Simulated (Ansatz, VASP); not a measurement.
## CoW3: VASP beside Ansatz

File INCAR:

```
  PREC = Accurate
  ENCUT = 520
  EDIFF = 1E-7
  ISMEAR = 0
  SIGMA = 0.15
  LREAL = F
  LASPH = T
  NELM = 80
  ALGO = Fast
  ISIF = 2
  LWAVE = F
  LCHARG = T
  GGA = PS
  LELF = T
  LVHAR = T
  NBANDS = 34
```

KPOINTS

```
Automatic mesh
0
Gamma
  12 12 12
```

POSCAR

```
CoW3
1.0
    3.8582449849      0.0000000000      0.0000000000
    0.0000000000      3.8582449849     -0.0771648997
    0.0000000000     -0.0771648997      3.8582449849
Co W
1 3
Direct
    0.0000000000      0.0000000000      0.0000000000
    0.0000000000      0.5000000000      0.5000000000
    0.5000000000      0.0000000000      0.5000000000
    0.5000000000      0.5000000000      0.0000000000
```

Input for Ansatz:

```yaml
crystal:
  lattice:
    - [3.8582449849, 0.0, 0.0]
    - [0.0, 3.8582449849, -0.0771648997]
    - [0.0, -0.0771648997, 3.8582449849]
  atoms:
    - { symbol: Co, position: [0.0, 0.0, 0.0] }
    - { symbol: W, position: [0.0, 0.5, 0.5] }
    - { symbol: W, position: [0.5, 0.0, 0.5] }
    - { symbol: W, position: [0.5, 0.5, 0.0] }
basis:
  ecutwfc: 420
kpoints:
  mp_grid: { grid: [12, 12, 12] }
hamiltonian:
  xc: pbesol
scf:
  occupations: { method: gaussian, width: 0.15 }
output:
  forces: true
  stress: true
  eigenvalues: true
```

Change from the starting cell: strain -0.0400 x Voigt [0, 0, 0, 1, 0, 0], atoms carried along.

Alike in both runs: task single point; functional PBEsol; k mesh 12 × 12 × 12; occupations gaussian, width 0.15 eV; no spin polarisation.

```csv
,VASP,Ansatz
version,VASP 6.6.1,Ansatz 0.2.0
potentials or method,"VASP PAW PBE potentials, release 64 (Co, W_sv), cutoff 520 eV","scalar-relativistic, plane waves, PAW"
valence electrons in the cell,51,59
```

Ansatz gave:

- gap on the k mesh at the Fermi level (eV): none
- pressure (GPa): 0.5
- traceless stress, the component that is largest in VASP (GPa): 5.19

Problem. Which values does VASP return?

Solution. gap on the k mesh at the Fermi level (eV): none; pressure (GPa): 1.1; traceless stress, the component that is largest in VASP (GPa): 5.18.

VASP's potentials were made for PBE, not for PBEsol. A gap of «none» marks a metal or a gap that the smearing closes. With one functional, cell and mesh, what is left measures potentials, basis and numerics. VASP's potentials hold 51 valence electrons a cell and Ansatz's 59, so a difference there can come from the potentials and not from the codes.

Spin-orbit coupling is off throughout.
